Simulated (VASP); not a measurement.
# Nd2H3 in VASP: notebook, part 3 of 3

VASP 6.6.1. The steps go on from the part before.

## (6) Relaxation of cell and atoms, PBE

INCAR reads:

```
SYSTEM = Nd2H3
  PREC = Accurate
  ENCUT = 500
  EDIFF = 1E-7
  ISMEAR = 0
  SIGMA = 0.1
  LREAL = .FALSE.
  LASPH = .TRUE.
  NELM = 200
  ALGO = Normal
  ISIF = 3
  LWAVE = .FALSE.
  LCHARG = .FALSE.
  GGA = PE
  IBRION = 2
  NSW = 100
  EDIFFG = -0.01
  GGA_COMPAT = .FALSE.
  NELMIN = 4
  LMAXMIX = 6
```

KPOINTS reads:

```
Automatic mesh
0
G
  12 12 10
  0 0 0
```

POSCAR reads:

```
Nd2H3
1.0
    4.9412386427      0.0000000000      0.0000000000
   -2.4706193213      4.2792381907      0.0000000000
    0.0000000000      0.0000000000      4.0146974690
Nd H
2 3
Direct
    0.3333333333      0.6666666667      0.5000000000
    0.6666666667      0.3333333333      0.0000000000
    0.8211247120      0.1788752880      0.5000000000
    0.8211247120      0.6422494240      0.5000000000
    0.3577505760      0.1788752880      0.5000000000
```

Potentials or basis: VASP PAW PBE potentials, release 64 (Nd_3, H), 4f in core.

Launch:

```sh
$ cat potpaw_PBE.64/Nd_3/POTCAR potpaw_PBE.64/H/POTCAR > POTCAR
$ mpirun -np 1 vasp_std > vasp.out
```

OUTCAR:

```text
SYSTEM = Nd2H3
   PREC = Accurate
   ENCUT = 500
   EDIFF = 1E-7
   ISMEAR = 0
   LREAL = .FALSE.
   LASPH = .TRUE.
   NELM = 200
   ISIF = 3
   GGA = PE
   IBRION = 2
   NSW = 100
   EDIFFG = -0.01
   NELMIN = 4

 ion  position               nearest neighbor table
   1  0.333  0.667  0.500-   2 3.49   2 3.49   2 3.49   2 3.49   2 3.49   2 3.49
   2  0.667  0.333  0.000-   1 3.49   1 3.49   1 3.49   1 3.49   1 3.49   1 3.49
   3  0.821  0.179  0.500-
   4  0.821  0.642  0.500-
   5  0.358  0.179  0.500-

  LATTYP: Found a hexagonal cell.
 ALAT       =     4.9412386427
 C/A-ratio  =     0.8124880742

  Lattice vectors:

 A1 = (   4.9412386427,   0.0000000000,   0.0000000000)
 A2 = (  -2.4706193213,   4.2792381907,   0.0000000000)
 A3 = (   0.0000000000,   0.0000000000,   4.0146974690)

Analysis of symmetry for initial positions (statically):
=====================================================================
 Subroutine PRICEL returns:
 Original cell was already a primitive cell.

 Routine SETGRP: Setting up the symmetry group for a
 hexagonal supercell.

 Subroutine GETGRP returns: Found 12 space group operations
 (whereof 12 operations were pure point group operations)
 out of a pool of 24 trial point group operations.

The static configuration has the point symmetry D_3h.

Analysis of symmetry for dynamics (positions and initial velocities):
=====================================================================
 Subroutine PRICEL returns:
 Original cell was already a primitive cell.

 Routine SETGRP: Setting up the symmetry group for a
 hexagonal supercell.

 Subroutine GETGRP returns: Found 12 space group operations
 (whereof 12 operations were pure point group operations)
 out of a pool of 24 trial point group operations.

The dynamic configuration has the point symmetry D_3h.

 Subroutine INISYM returns: Found 12 space group operations
 (whereof 12 operations are pure point group operations),
 and found     1 'primitive' translations

[... 131 lines left out ...]
 conjugate gradient relaxation of ions
 non-spin polarized calculation
 Gauss-broadening in eV      SIGMA  =   0.10
  energy-cutoff  :      500.00
  volume of cell :       84.89
 maximum number of plane-waves:      2190
 NGX is ok and might be reduce to    36
   NGX = 17   NGY = 17   NGZ = 15

--------------------------------------- Ionic step        1  -------------------------------------------

 number of electron      24.9999996 magnetization

 Free energy of the ion-electron system (eV)
  ---------------------------------------------------
  ext. energy  EPLUGINS =         0.00000000
  ---------------------------------------------------
  free energy    TOTEN  =       -20.74405744 eV

  energy without entropy =      -20.72817519  energy(sigma->0) =      -20.73611632

------------------------ aborting loop because EDIFF is reached ----------------------------------------

  FORCE on cell =-STRESS in cart. coord.  units (eV):
  Direction    XX          YY          ZZ          XY          YZ          ZX
  --------------------------------------------------------------------------------------
  -------------------------------------------------------------------------------------
  Total       -0.0765962     -0.0765962     -0.3537915     -0.0000000      0.0000000      0.0000000
  in kB       -1.4456481     -1.4456481     -6.6773309     -0.0000000      0.0000000      0.0000000
  external PRESSURE =      -3.1895424 kB  Pullay stress =       0.0000000 kB
[... 143 lines left out ...]
--------------------------------------- Ionic step        5  -------------------------------------------

 number of electron      24.9999996 magnetization

 Free energy of the ion-electron system (eV)
  ---------------------------------------------------
  ext. energy  EPLUGINS =         0.00000000
  ---------------------------------------------------
  free energy    TOTEN  =       -20.74509005 eV

  energy without entropy =      -20.72936829  energy(sigma->0) =      -20.73722917

 E-fermi :   2.8059     XC(G=0):  -9.3772

 val. band max:        2.8040083117   @ k =   0.3333   0.2500   0.4000
 cond. band min:       2.8164869426   @ k =   0.3333   0.0833   0.3000
 fundamental gap:      0.0124786309
 Fermi energy:         2.8058622887

 k-point     1 :       0.0000    0.0000    0.0000
  band No.  band energies     occupation
      1     -35.4970      2.00000
      2     -35.2550      2.00000
      3     -16.9001      2.00000
      4     -16.9001      2.00000
      5     -16.6816      2.00000
      6     -16.2325      2.00000
[... 433 lines left out ...]
      3     -16.9718      2.00000
      4     -16.9030      2.00000
      5     -16.5321      2.00000
      6     -16.4330      2.00000
[... 8 lines left out ...]
     15       4.1244      0.00000
     16       4.2144      0.00000

 [... further k-points ...]

------------------------ aborting loop because EDIFF is reached ----------------------------------------

  FORCE on cell =-STRESS in cart. coord.  units (eV):
  Direction    XX          YY          ZZ          XY          YZ          ZX
  --------------------------------------------------------------------------------------
  -------------------------------------------------------------------------------------
  Total        0.0484032      0.0484032     -0.0200359      0.0000000      0.0000000      0.0000000
  in kB        0.9191452      0.9191452     -0.3804689      0.0000000      0.0000000      0.0000000
  external PRESSURE =       0.4859405 kB  Pullay stress =       0.0000000 kB
[... 20 lines left out ...]
  FREE ENERGIE OF THE ION-ELECTRON SYSTEM (eV)
  ---------------------------------------------------
  free  energy   TOTEN  =       -20.7450900536 eV

  energy  without entropy=      -20.7293682912  energy(sigma->0) =      -20.73722917

 reached required accuracy - stopping structural energy minimisation
```

Wall time 2.6 min (1 thread of Intel Xeon 6975P-C (Granite Rapids), shared host); peak memory 0.29 GiB.

What came out:

| Item | Value |
| --- | --- |
| Free energy | -20.7451 eV |
| Relaxed volume | 16.87 Å³/atom |
| Relaxed cell | a = 4.939 Å, b = 4.939 Å, c = 3.993 Å, α = 90.00°, β = 90.00°, γ = 120.00° |
| Space group after relaxing (to 0.1 Å) | P-6m2 (No. 187) |
| Energy gained by relaxing | 0.2 meV/atom |
| Ionic steps | 5 |
| Pressure after relaxing | 0.0 GPa |
| Band gap on the k mesh | zero (an odd number of electrons rules out a gap without spin polarisation) |

Forces in eV/Å, atoms in the order of the input:
```
Nd   0.000  0.000  0.000
Nd   0.000  0.000  0.000
H    0.002 -0.001  0.000
H    0.000  0.002  0.000
H   -0.002 -0.001  0.000
```

Stress tensor (GPa, compression positive):
```
 0.09  0.00  0.00
 0.00  0.09  0.00
 0.00  0.00 -0.04
```

Step by step:
| step | energy change (eV) | largest force (eV/Å) | pressure (GPa) | volume (Å³) |
| --- | --- | --- | --- | --- |
| 1 | 0.0000 | 0.0131 | -0.32 | 84.89 |
| 2 | -0.0009 | 0.0021 | -0.04 | 84.47 |
| 3 | -0.0009 | 0.0020 | 0.06 | 84.32 |
| 4 | -0.0009 | 0.0023 | 0.07 | 84.31 |
| 5 | -0.0010 | 0.0020 | 0.05 | 84.37 |

Final structure:
```
CELL_PARAMETERS angstrom
4.93932 0.00000 0.00000
-2.46966 4.27757 0.00000
0.00000 0.00000 3.99334
ATOMIC_POSITIONS crystal
Nd 0.33333 0.66667 0.50000
Nd 0.66667 0.33333 0.00000
H 0.82103 0.17897 0.50000
H 0.82103 0.64206 0.50000
H 0.35794 0.17897 0.50000
```

Levels at points of the mesh, in eV from the Fermi level:
```csv
k point,band 8,band 9,band 10,band 11,band 12,band 13,band 14,band 15,band 16
"(0.00, 0.00, 0.00)",-18.84,-6.99,-3.17,-3.17,-2.36,1.16,1.16,1.29,1.29
"(0.50, 0.00, 0.00)",-18.93,-5.75,-4.10,-1.89,-1.65,0.61,0.97,1.02,1.12
"(0.00, 0.00, 0.50)",-19.31,-5.25,-4.17,-4.17,-0.86,-0.76,-0.76,4.42,4.62
"(0.50, 0.00, 0.50)",-18.94,-4.79,-3.61,-3.15,-1.22,0.37,1.29,1.33,1.84
```

Caveat: spin-orbit coupling is left out, which moves the levels of the heavy elements; the 4f electrons are frozen in the core, so they carry no moment and show no levels.

## (7) Overview

| task | cell | k mesh | smearing | gap on the mesh (eV) | pressure (GPa) | largest force (eV/Å) |
| --- | --- | --- | --- | --- | --- | --- |
| single point | a = 4.941, b = 4.941, c = 4.015 Å, angles 90.0, 90.0, 120.0°, 5 atoms, atomic positions A | 6 × 6 × 4 | gaussian 0.1 eV | none | 0.0 | 0.02 |
| single point | a = 4.958, b = 4.958, c = 3.978 Å, angles 90.0, 90.0, 120.0°, 5 atoms, atomic positions A | 12 × 12 × 10 | gaussian 0.1 eV | none | 0.0 | 0.01 |
| single point | a = 3.978, b = 4.958, c = 8.588 Å, 10 atoms, atomic positions B | 6 × 4 × 4 | gaussian 0.2 eV | none | 0.0 | 0.01 |
| single point | a = 3.981, b = 4.924, c = 8.627 Å, 10 atoms, atomic positions C | 6 × 4 × 4 | gaussian 0.2 eV | none | 0.0 | - |
| relaxation of cell and atoms | relaxed from a = 4.941, b = 4.941, c = 4.015 Å, angles 90.0, 90.0, 120.0°, 5 atoms, atomic positions A | 12 × 12 × 10 | gaussian 0.1 eV | none | 0.0 | - |

Alike in all rows: level PBE; potentials or basis VASP PAW PBE potentials, release 64 (Nd_3, H), 4f in core; no spin polarisation; cutoff (eV) 500.

Caveats: some runs use coarse meshes; spin-orbit coupling is left out, which moves the levels of the heavy elements; the 4f electrons are frozen in the core, so they carry no moment and show no levels.

Absolute energies hang on the potentials; compare differences alone.
